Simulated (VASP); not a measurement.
Write the native input for VASP 6.6.1 that does the following.

```yaml
Task: single point
Functional: PBE
Potentials_or_basis: VASP PAW PBE potentials, release 64 (Ti_sv, In_d)
Cutoff: 520 eV
k_mesh: 4 × 4 × 4
Occupations: gaussian, width 0.1 eV
Spin: no spin polarisation
Dipole_correction: no
Further_INCAR_settings: ALGO = Normal; EDIFF = 1e-06; NBANDS = 26
```

The structure of TiIn2 lies in POSCAR:

```
TiIn2
1.0
    0.0000000000      3.3578200300      3.3578200300
    3.3578200300      0.0000000000      3.3578200300
    3.3578200300      3.3578200300      0.0000000000
Ti In
1 2
Direct
    0.5000000000      0.5000000000      0.5000000000
    0.2500000000      0.2500000000      0.2500000000
    0.7500000000      0.7500000000      0.7500000000
```

One way to write it, as run:

INCAR

```
SYSTEM = TiIn2
ALGO = Normal ; EDIFF = 1E-6
ENCUT = 520 ; GGA = PE
ISIF = 2 ; ISMEAR = 0
LASPH = .True. ; LCHARG = .False.
LREAL = .False. ; LWAVE = .False.
NBANDS = 26 ; NELM = 80
PREC = Accurate ; SIGMA = 0.1
```

KPOINTS

```
k-points
0
Gamma
  4 4 4
  0 0 0
```

Potentials or basis: VASP PAW PBE potentials, release 64 (Ti_sv, In_d).

Launch:

```console
$ cat potpaw_PBE.64/Ti_sv/POTCAR potpaw_PBE.64/In_d/POTCAR > POTCAR
$ mpirun -np 1 vasp_std > vasp.out
```

It gave:

The pressure is -1.1 GPa and the band gap on the k mesh is zero (band 19 reaches 6.93 eV, above the bottom of band 20 at 6.29 eV).

Caveat: the k points lie up to 0.41 Å⁻¹ apart; spin-orbit coupling is left out, which moves the levels of the heavy elements.

Run time: 16 s on 1 thread of Intel(R) Xeon(R) Platinum 8559C (Emerald Rapids), with other jobs on the host, peak memory 0.2 GiB.
